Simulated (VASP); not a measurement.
Write the native input for VASP 6.6.1 that does the following.

- Task: single point
- Functional: PBEsol
- Potentials or basis: VASP PAW PBE potentials, release 64 (Ge_d)
- Cutoff: 500 eV
- k mesh: 2 × 2 × 2, shifted
- Occupations: fermi-dirac, width 0.1034 eV
- Spin: no spin polarisation
- Dipole correction: no
- Further INCAR settings: ALGO = Normal; EDIFF = 1e-06; NBANDS = 126; ISYM = 0

The structure of Ge lies in POSCAR:

```
Ge
1.0
   -5.6575400000      5.6575400000      0.0000000000
   -5.6575400000      0.0000000000      5.6575400000
    0.0000000000      5.6575400000      5.6575400000
Ge
16
Direct
    0.7500000000      0.7500000000      0.7500000000
    0.2500000000      0.7500000000      0.7500000000
    0.7500000000      0.2500000000      0.7500000000
    0.7500000000      0.7500000000      0.2500000000
    0.2500000000      0.2500000000      0.7500000000
    0.2500000000      0.7500000000      0.2500000000
    0.7500000000      0.2500000000      0.2500000000
    0.2500000000      0.2500000000      0.2500000000
    0.6250000000      0.6250000000      0.1250000000
    0.1250000000      0.6250000000      0.1250000000
    0.6250000000      0.1250000000      0.1250000000
    0.6250000000      0.6250000000      0.6250000000
    0.1250000000      0.1250000000      0.1250000000
    0.1250000000      0.6250000000      0.6250000000
    0.6250000000      0.1250000000      0.6250000000
    0.1250000000      0.1250000000      0.6250000000
```

These files were run (other wordings do the same):

INCAR

```
PREC = Accurate
ENCUT = 500
EDIFF = 1E-6
ISMEAR = -1
SIGMA = 0.1034
LREAL = False
LASPH = True
NELM = 120
ALGO = Normal
ISIF = 2
LWAVE = False
LCHARG = False
GGA = PS
ISYM = 0
NBANDS = 126
GGA_COMPAT = False
```

KPOINTS

```
Automatic mesh
0
Gamma
  2 2 2
  0.5 0.5 0.5
```

Potentials or basis: VASP PAW PBE potentials, release 64 (Ge_d).

Command:

```sh
$ cat potpaw_PBE.64/Ge_d/POTCAR > POTCAR
$ mpirun -np 1 vasp_std > vasp.out
```

It gave:

```yaml
Pressure: 0.5 GPa
Band_gap_on_the_k_mesh: 0.59 eV
```

Caveat: the PAW data sets were made with another functional, which shifts forces and pressure a little; a shifted mesh leaves out Γ, where band edges can lie.

It took 24 min on 1 thread of AMD EPYC 7R43 64-Core Processor (Zen 3) (shared host), peak memory 0.67 GiB.
